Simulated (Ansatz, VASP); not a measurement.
## BaZrO3: VASP beside Ansatz

Contents of INCAR:

```
ALGO = Normal
EDIFF = 1E-7
ENCUT = 520
GGA = PE
ISIF = 2
ISMEAR = 0
LASPH = True
LCHARG = False
LREAL = False
LWAVE = False
NBANDS = 28
NELM = 60
PREC = Accurate
SIGMA = 0.05
```

The input KPOINTS:

```
k-points
0
Gamma
  8 8 8
```

File POSCAR:

```
BaZrO3
1.0
    4.2558250675     -0.0452420644      0.0039352826
   -0.0452420644      4.1827082600     -0.0409537746
    0.0039352826     -0.0409537746      4.2377246956
Ba Zr O
1 1 3
Direct
   -0.0099674221     -0.0135814751     -0.0029187535
    0.5060767144      0.5056676940      0.5345944605
    0.0075859994      0.5114532601      0.4937680326
    0.4886090380      0.4913127352     -0.0364064880
    0.5076956702      0.0051477858      0.5109627483
```

Input for Ansatz:

```yaml
crystal:
  lattice:
    - [4.2558250675, -0.0452420644, 0.0039352826]
    - [-0.0452420644, 4.18270826, -0.0409537746]
    - [0.0039352826, -0.0409537746, 4.2377246956]
  atoms:
    - { symbol: Ba, position: [-0.0099674221, -0.0135814751, -0.0029187535] }
    - { symbol: Zr, position: [0.5060767144, 0.505667694, 0.5345944605] }
    - { symbol: O, position: [0.0075859994, 0.5114532601, 0.4937680326] }
    - { symbol: O, position: [0.488609038, 0.4913127352, -0.036406488] }
    - { symbol: O, position: [0.5076956702, 0.0051477858, 0.5109627483] }
basis:
  ecutwfc: 420
  ecutrho_ratio: 4
kpoints:
  mp_grid: { grid: [8, 8, 8] }
hamiltonian:
  xc: pbe
scf:
  occupations: { method: gaussian, width: 0.05 }
output:
  forces: true
  stress: true
  eigenvalues: true
```

Change from the starting cell: all atoms moved at random (sigma 0.06 Å), cell strained at random (1 %).

Alike in both runs: task single point; functional PBE; k mesh 8 × 8 × 8; occupations gaussian, width 0.05 eV; no spin polarisation.

```csv
,VASP,Ansatz
version,VASP 6.6.1,Ansatz 0.2.0
potentials or method,"VASP PAW PBE potentials, release 64 (Ba_sv, Zr_sv, O), cutoff 520 eV","scalar-relativistic, plane waves, PAW"
valence electrons in the cell,40,40
```

```tsv
	VASP	Ansatz	Ansatz less VASP
gap on the k mesh at the Fermi level (eV)	3.15	3.20	+0.047
least direct gap on the mesh (eV)	3.51	3.54	+0.026
pressure (GPa)	7.5	6.4	-1.10
traceless stress, the component that is largest in VASP (GPa)	8.27	7.92	-0.345
rms of the force components (eV/Å)	1.538	1.478	-0.0599
```

Atom by atom the forces differ by 0.061 eV/Å (rms over components).

Spin-orbit coupling is off throughout.
